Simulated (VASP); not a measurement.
# Mg (Fd-3m) in VASP: a series of runs

Runs on Mg. Level: LDA. Tasks: single point.

All numbers are computed with VASP 6.6.1; they aren't measurements. Logs are shortened: lines on timing, memory, paths and dates and some standing lists are left out, and cuts for length are marked.

### 1 The cell of the first run

Symmetry: Fd-3m, No. 227, cubic system. Conventional cell: a = 6.951 Å, b = 6.951 Å, c = 6.951 Å, α = 90.00°, β = 90.00°, γ = 90.00°. Within 4.0 Å of Mg (site symmetry -43m) lie 4 Mg at 3.01 Å.

### 2 Single point, LDA (volume scaled by 1.12)

INCAR

```
PREC = Accurate
ENCUT = 520
EDIFF = 1E-6
ISMEAR = -1
SIGMA = 0.1
LREAL = F
LASPH = T
NELM = 100
ALGO = Normal
ISIF = 2
LWAVE = F
LCHARG = F
GGA = CA
NBANDS = 9
```

KPOINTS

```
Automatic mesh
0
Gamma
  9 9 9
```

POSCAR

```
Mg
1.0
    0.0000000000      3.4753301344      3.4753301344
    3.4753301344      0.0000000000      3.4753301344
    3.4753301344      3.4753301344      0.0000000000
Mg
2
Direct
    0.1250000000      0.1250000000      0.1250000000
    0.8750000000      0.8750000000      0.8750000000
```

Potentials or basis: VASP PAW LDA potentials, release 64 (Mg).

The run is started by

```console
$ cat potpaw_LDA.64/Mg/POTCAR > POTCAR
$ mpirun -np 1 vasp_std > vasp.out
```

OUTCAR:

```text
PREC = Accurate
   ENCUT = 520
   EDIFF = 1E-6
   ISMEAR = -1
   LREAL = F
   LASPH = T
   NELM = 100
   ISIF = 2
   GGA = CA

 ion  position               nearest neighbor table
   1  0.125  0.125  0.125-   2 3.01   2 3.01   2 3.01   2 3.01
   2  0.875  0.875  0.875-   1 3.01   1 3.01   1 3.01   1 3.01

  LATTYP: Found a face centered cubic cell.
 ALAT       =     6.9506602688

  Lattice vectors:

 A1 = (   0.0000000000,   3.4753301344,   3.4753301344)
 A2 = (   3.4753301344,   0.0000000000,   3.4753301344)
 A3 = (   3.4753301344,   3.4753301344,   0.0000000000)

Analysis of symmetry for initial positions (statically):
=====================================================================
 Subroutine PRICEL returns:
 Original cell was already a primitive cell.

 Routine SETGRP: Setting up the symmetry group for a
 face centered cubic supercell.

 Subroutine GETGRP returns: Found 48 space group operations
 (whereof 12 operations were pure point group operations)
 out of a pool of 48 trial point group operations.

The static configuration has the point symmetry D_3d.
 The point group associated with its full space group is O_h .

Analysis of symmetry for dynamics (positions and initial velocities):
=====================================================================
 Subroutine PRICEL returns:
 Original cell was already a primitive cell.

 Routine SETGRP: Setting up the symmetry group for a
 face centered cubic supercell.

 Subroutine GETGRP returns: Found 48 space group operations
 (whereof 12 operations were pure point group operations)
 out of a pool of 48 trial point group operations.

The dynamic configuration has the point symmetry D_3d.
 The point group associated with its full space group is O_h .

 Subroutine INISYM returns: Found 48 space group operations
 (whereof 12 operations are pure point group operations),
 and found     1 'primitive' translations

----------------------------------------------------------------------------------------

                                     Primitive cell

  volume of cell :      83.9495

  direct lattice vectors                    reciprocal lattice vectors
     0.000000000  3.475330134  3.475330134    -0.143871224  0.143871224  0.143871224
     3.475330134  0.000000000  3.475330134     0.143871224 -0.143871224  0.143871224
     3.475330134  3.475330134  0.000000000     0.143871224  0.143871224 -0.143871224

  length of vectors
     4.914859010  4.914859010  4.914859010     0.249192270  0.249192270  0.249192270

  position of ions in fractional coordinates (direct lattice)
     0.125000000  0.125000000  0.125000000
     0.875000000  0.875000000  0.875000000

  ion indices of the primitive-cell ions
   primitive index   ion index
                 1           1
                 2           2

----------------------------------------------------------------------------------------

 KPOINTS: Automatic mesh

Automatic generation of k-mesh.
 Grid dimensions read from file:
 generate k-points for:    9    9    9

 Generating k-lattice:

  Cartesian coordinates                     Fractional coordinates (reciprocal lattice)
    -0.015985692  0.015985692  0.015985692     0.111111111  0.000000000  0.000000000
     0.015985692 -0.015985692  0.015985692     0.000000000  0.111111111  0.000000000
     0.015985692  0.015985692 -0.015985692     0.000000000  0.000000000  0.111111111

  Length of vectors
     0.027688030  0.027688030  0.027688030

  Shift w.r.t. Gamma in fractional coordinates (k-lattice)
     0.000000000  0.000000000  0.000000000

 Subroutine IBZKPT returns following result:
 ===========================================

 Found     35 irreducible k-points:

 Following reciprocal coordinates:
            Coordinates               Weight
  0.000000  0.000000  0.000000      1.000000
  0.111111  0.000000  0.000000      8.000000
  0.222222  0.000000  0.000000      8.000000
  0.333333  0.000000  0.000000      8.000000
  0.444444  0.000000  0.000000      8.000000
  0.111111  0.111111  0.000000      6.000000
[... 16 lines left out ...]
 -0.333333  0.333333  0.000000     12.000000
  0.444444  0.444444  0.000000      6.000000
 [... further k-points ...]
   k-points           NKPTS =     35   k-points in BZ     NKDIM =     35   number of bands    NBANDS=      9
   number of dos      NEDOS =    301   number of ions     NIONS =      2
   total plane-waves  NPLWV =  64000
   dimension x,y,z NGX =    40 NGY =   40 NGZ =   40
   dimension x,y,z NGXF=    80 NGYF=   80 NGZF=   80
   ions per type =               2
   NGX,Y,Z   is equivalent  to a cutoff of  13.53, 13.53, 13.53 a.u.
   NGXF,Y,Z  is equivalent  to a cutoff of  27.06, 27.06, 27.06 a.u.
 SYSTEM =  unknown system
   PREC   = accura    normal or accurate (medium, high low for compatibility)
   ISTART =      0    job   : 0-new  1-cont  2-samecut
   ICHARG =      2    charge: 1-file 2-atom 10-const
   ISPIN  =      1    spin polarized calculation?
   LNONCOLLINEAR =      F non collinear calculations
   LSORBIT =      F    spin-orbit coupling
   LASPH  =      T    aspherical Exc in radial PAW
   ENCUT  =  520.0 eV  38.22 Ry    6.18 a.u.   9.14  9.14  9.14*2*pi/ulx,y,z
   NELM   =    100;   NELMIN=  2; NELMDL= -5     # of ELM steps
   EDIFF  = 0.1E-05   stopping-criterion for ELM
   LREAL  =      F    real-space projection
   EDIFFG = 0.1E-04   stopping-criterion for IOM
   NSW    =      0    number of steps for IOM
   IBRION =     -1    ionic relax: 0-MD 1-quasi-New 2-CG
   NFREE  =      0    steps in history (QN), initial steepest desc. (CG)
   ISIF   =      2    stress and relaxation
   ISYM   =      2    0-nonsym 1-usesym 2-fastsym
   POTIM  = 0.5000    time-step for ionic-motion
   TEBEG  =    0.0;   TEEND  =   0.0 temperature during run
   PSTRESS=    0.0 pullay stress
   NELECT =       4.0000    total number of electrons
   NUPDOWN=      -1.0000    fix difference up-down
   EMIN   =  10.00;   EMAX   =-10.00  energy-range for DOS
   EFERMI =   0.00;   METHOD = LEGACY
   ISMEAR =    -1;   SIGMA  =   0.10  broadening in eV -4-tet -1-fermi 0-gaus
   EFERMI_NEDOS =   21; number of points for ismear=-14 and -15
   IALGO  =     38    algorithm
   IMIX   =      4    mixing-type and parameters
     AMIX     =   0.40;   BMIX     =  1.00
     AMIX_MAG =   1.60;   BMIX_MAG =  1.00
  volume/ion in A,a.u.               =      41.97       283.26
  Fermi-wavevector in a.u.,A,eV,Ry     =   0.593502  1.121556  4.792577  0.352244
  Thomas-Fermi vector in A             =   1.642725
   LORBIT       =      0    0 simple, 1 ext, 2 COOP (PROOUT), +10 PAW based schemes
   GGA     = CA    functional components
   LHFCALC =     F    Hartree Fock is set to
   AEXX    =    0.0000 exact exchange contribution
   IVDW    =     0    specifies the selected vdW correction
   LEPSILON=     F    determine dielectric tensor
   LRPA    =     F    only Hartree local field effects (RPA)
 non-spin polarized calculation
  energy-cutoff  :      520.00
  volume of cell :       83.95
 maximum number of plane-waves:      2285
 NGX is ok and might be reduce to    40
   NGX = 19   NGY = 19   NGZ = 19

 number of electron       4.0000000 magnetization

 Free energy of the ion-electron system (eV)
  ---------------------------------------------------
  ext. energy  EPLUGINS =         0.00000000
  ---------------------------------------------------
  free energy    TOTEN  =        -1.94441912 eV

  energy without entropy =       -1.90184265  energy(sigma->0) =       -1.92313089

 E-fermi :  -0.1470     XC(G=0):  -6.7093

 val. band max:       -0.2067983551   @ k =  -0.2222   0.3333   0.1111
 cond. band min:       0.0078140527   @ k =  -0.4444   0.3333   0.1111
 fundamental gap:      0.2146124078
 Fermi energy:        -0.1469684875

 k-point     1 :       0.0000    0.0000    0.0000
  band No.  band energies     occupation
      1      -4.9901      2.00000
      2       2.9182      0.00000
      3       2.9182      0.00000
      4       2.9182      0.00000
      5       3.9991      0.00000
      6       3.9991      0.00000
      7       3.9991      0.00000
      8       5.1110      0.00000
      9       6.3684      0.00000

 k-point     2 :       0.1111    0.0000    0.0000
  band No.  band energies     occupation
      1      -4.8830      2.00000
      2       1.9117      0.00000
      3       2.7122      0.00000
      4       2.7122      0.00000
      5       4.0613      0.00000
      6       4.2855      0.00000
      7       4.2855      0.00000
      8       5.7466      0.00000
      9       6.4849      0.00000

 k-point     3 :       0.2222    0.0000    0.0000
  band No.  band energies     occupation
      1      -4.5660      2.00000
      2       0.4816      0.00372
      3       2.4085      0.00000
      4       2.4085      0.00000
      5       3.7961      0.00000
      6       4.5720      0.00000
      7       4.5720      0.00000
      8       6.3278      0.00000
      9       6.3278      0.00000

 k-point     4 :       0.3333    0.0000    0.0000
  band No.  band energies     occupation
      1      -4.0602      2.00000
      2      -0.8186      1.99758
      3       2.1964      0.00000
      4       2.1964      0.00000
      5       3.5657      0.00000
      6       4.3938      0.00000
      7       4.3938      0.00000
      8       6.4155      0.00000
      9       7.0811      0.00000

 k-point     5 :       0.4444    0.0000    0.0000
  band No.  band energies     occupation
      1      -3.4788      2.00000
      2      -1.8059      2.00000
      3       2.0949      0.00000
      4       2.0949      0.00000
      5       3.4485      0.00000
      6       4.1911      0.00000
      7       4.1911      0.00000
      8       6.1312      0.00000
      9       8.3109      0.00000

 k-point     6 :       0.1111    0.1111    0.0000
  band No.  band energies     occupation
      1      -4.8471      2.00000
      2       2.2314      0.00000
      3       2.3264      0.00000
      4       2.3264      0.00000
      5       3.5598      0.00000
      6       4.7691      0.00000
      7       4.7691      0.00000
      8       5.4008      0.00000
      9       6.2191      0.00000
[... 169 lines left out ...]
 k-point    21 :       0.4444    0.3333    0.0000
  band No.  band energies     occupation
      1      -3.2181      2.00000
      2      -1.0045      1.99962
      3       0.4453      0.00534
      4       0.9923      0.00002
      5       2.5040      0.00000
      6       3.2238      0.00000
      7       7.2575      0.00000
      8       7.4346      0.00000
      9       9.3081      0.00000

 k-point    22 :      -0.4444    0.3333    0.0000
  band No.  band energies     occupation
      1      -2.6374      2.00000
      2      -1.6407      2.00000
      3      -0.2764      1.56989
      4       1.0757      0.00001
      5       2.5891      0.00000
      6       4.4165      0.00000
      7       6.8970      0.00000
      8       7.2371      0.00000
      9       8.1883      0.00000

 k-point    23 :      -0.3333    0.3333    0.0000
  band No.  band energies     occupation
      1      -2.7328      2.00000
      2      -1.5377      2.00000
      3      -0.5522      1.96584
      4       1.3369      0.00000
      5       2.8814      0.00000
      6       5.7922      0.00000
      7       6.5276      0.00000
      8       6.7920      0.00000
      9       7.0369      0.00000

 k-point    24 :       0.4444    0.4444    0.0000
  band No.  band energies     occupation
      1      -2.7676      2.00000
      2      -1.6001      2.00000
      3       0.8344      0.00011
      4       0.8344      0.00011
      5       2.2287      0.00000
      6       2.3964      0.00000
      7       8.5912      0.00000
      8       8.5912      0.00000
      9       9.2849      0.00000

 [... further k-points ...]
[... 5 lines left out ...]
  --------------------------------------------------------------------------------------
  -------------------------------------------------------------------------------------
  Total       -0.6381462     -0.6381462     -0.6381462      0.0000000      0.0000000     -0.0000000
  in kB      -12.1790260    -12.1790260    -12.1790260      0.0000000      0.0000000     -0.0000000
  external PRESSURE =     -12.1790260 kB  Pullay stress =       0.0000000 kB

 VOLUME and BASIS-vectors are now :
 -----------------------------------------------------------------------------
  energy-cutoff  :      520.00
  volume of cell :       83.95
      direct lattice vectors                 reciprocal lattice vectors
     0.000000000  3.475330134  3.475330134    -0.143871224  0.143871224  0.143871224
     3.475330134  0.000000000  3.475330134     0.143871224 -0.143871224  0.143871224
     3.475330134  3.475330134  0.000000000     0.143871224  0.143871224 -0.143871224

 POSITION                                       TOTAL-FORCE (eV/Angst)
 -----------------------------------------------------------------------------------
      0.86883      0.86883      0.86883        -0.000000      0.000000      0.000000
      6.08183      6.08183      6.08183         0.000000     -0.000000     -0.000000
 -----------------------------------------------------------------------------------
    total drift:                               -0.000000     -0.000000     -0.000000

  FREE ENERGIE OF THE ION-ELECTRON SYSTEM (eV)
  ---------------------------------------------------
  free  energy   TOTEN  =        -1.9444191231 eV

  energy  without entropy=       -1.9018426475  energy(sigma->0) =       -1.92313089
```

Run time: 15 s. Hardware: 1 thread of Intel Xeon Platinum 8375C at 2.90GHz (Ice Lake), shared host; peak memory 0.19 GiB.

What came out:

- Free energy: -1.9444 eV
- Pressure: -1.2 GPa
- Band gap on the k mesh: zero (band 2 reaches 2.92 eV, above the bottom of band 3 at -0.55 eV)

Caveat: the cell differs from its parent crystal (volume scaled by 1.12).

### 3 Single point, LDA

This run uses another cell than the first one, of 37.48 Å³/atom, 0.893 times its volume.

INCAR

```
SYSTEM = Mg
PREC     = Accurate       ! precision mode
ENCUT    = 520            ! plane-wave cutoff, eV
EDIFF    = 1E-7           ! SCF threshold, eV
ISMEAR   = -1             ! smearing method
SIGMA    = 0.1            ! smearing width, eV
LREAL    = .FALSE.        ! projectors in reciprocal space
LASPH    = .TRUE.         ! aspherical terms in the spheres
NELM     = 80             ! most SCF steps
ALGO     = Normal         ! electronic algorithm
ISIF     = 2              ! what is computed and relaxed
LWAVE    = .FALSE.        ! write WAVECAR
LCHARG   = .FALSE.        ! write CHGCAR
GGA      = CA             ! functional
NBANDS   = 9              ! bands
```

KPOINTS

```
Automatic mesh
0
G
  13 13 13
  0 0 0
```

POSCAR

```
Mg
1.0
    0.0000000000      3.3464940607      3.3464940607
    3.3464940607      0.0000000000      3.3464940607
    3.3464940607      3.3464940607      0.0000000000
Mg
2
Direct
    0.1250000000      0.1250000000      0.1250000000
    0.8750000000      0.8750000000      0.8750000000
```

Potentials or basis: VASP PAW LDA potentials, release 64 (Mg).

The run is started by

```console
$ cat potpaw_LDA.64/Mg/POTCAR > POTCAR
$ mpirun -np 1 vasp_std > vasp.out
```

Run time: 25 s. Hardware: 1 thread of Intel Xeon Platinum 8375C at 2.90GHz (Ice Lake), shared host; peak memory 0.2 GiB.

Results (log left out):

| Property | Result |
| --- | --- |
| Free energy | -1.9802 eV |
| Pressure | -0.1 GPa |
| Band gap on the k mesh | zero (band 2 reaches 3.53 eV, above the bottom of band 3 at -0.31 eV) |

Levels at points of the mesh, in eV from the Fermi level:
```
           k point  band 1  band 2  band 3  band 4  band 5  band 6  band 7
(0.00, 0.00, 0.00)   -5.16    3.33    3.33    3.33    4.40    4.40    4.40
```
